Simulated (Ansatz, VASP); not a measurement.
# FeO: VASP beside Ansatz

Contents of INCAR:

```
PREC = Accurate
ENCUT = 520
EDIFF = 1E-6
ISMEAR = -1
SIGMA = 0.05
LREAL = False
LASPH = True
NELM = 150
ALGO = Normal
ISIF = 2
LWAVE = False
LCHARG = False
ISPIN = 2
MAGMOM = 3.5 0
LORBIT = 11
LMAXMIX = 4
GGA = CA
NBANDS = 18
```

File KPOINTS:

```
regular mesh
0
Gamma
  16 16 16
```

The input POSCAR:

```
FeO
1.0
    0.0000000000      2.1554000000      2.1554000000
    2.1554000000      0.0000000000      2.1554000000
    2.1554000000      2.1554000000      0.0000000000
Fe O
1 1
Direct
    0.0000000000      0.0000000000      0.0000000000
    0.5000000000      0.5000000000      0.5000000000
```

Input for Ansatz:

```yaml
crystal:
  lattice:
    - [0.0, 2.1554, 2.1554]
    - [2.1554, 0.0, 2.1554]
    - [2.1554, 2.1554, 0.0]
  atoms:
    - { symbol: Fe, position: [0.0, 0.0, 0.0] }
    - { symbol: O, position: [0.5, 0.5, 0.5] }
kpoints:
  mp_grid:
    grid: [16, 16, 16]
    shift: [0.0, 0.0, 0.0]
hamiltonian:
  xc: lda
magnetization:
  spin_polarized: true
  per_species:
    Fe: 3.5
scf:
  occupations:
    method: fermi_dirac
    width: 0.05
output:
  eigenstates:
    nscf_kmesh:
      grid: [9, 9, 9]
    exchange_couplings:
      magnetic:
        - { species: Fe }
```

Alike in both runs: task single point; functional LDA; k mesh 16 × 16 × 16; occupations fermi-dirac, width 0.05 eV; collinear spin.

```csv
,VASP,Ansatz
version,VASP 6.6.1,Ansatz 0.2.0
potentials or method,"VASP PAW LDA potentials, release 64 (Fe, O)","plane waves, PAW"
plane-wave cutoff (eV),520,420
valence electrons in the cell,14,22
```

|  | VASP | Ansatz | Ansatz less VASP |
| --- | --- | --- | --- |
| gap on the k mesh at the Fermi level (eV) | none | none | - |
| net moment per atom (μB) | 2.00 | 2.00 | +0.003 |
| size of the moment on the site where the two differ most (μB) | 3.57 | 3.42 | -0.153 |

LDA's correlation is that of Perdew and Zunger in VASP and of Perdew and Wang (1992) in Ansatz. Site moments also hang on the region over which each program counts them. A gap of «none» marks a metal or a gap that the smearing closes. VASP's potentials hold 14 valence electrons a cell and Ansatz's 22, so a difference there can come from the potentials and not from the codes.
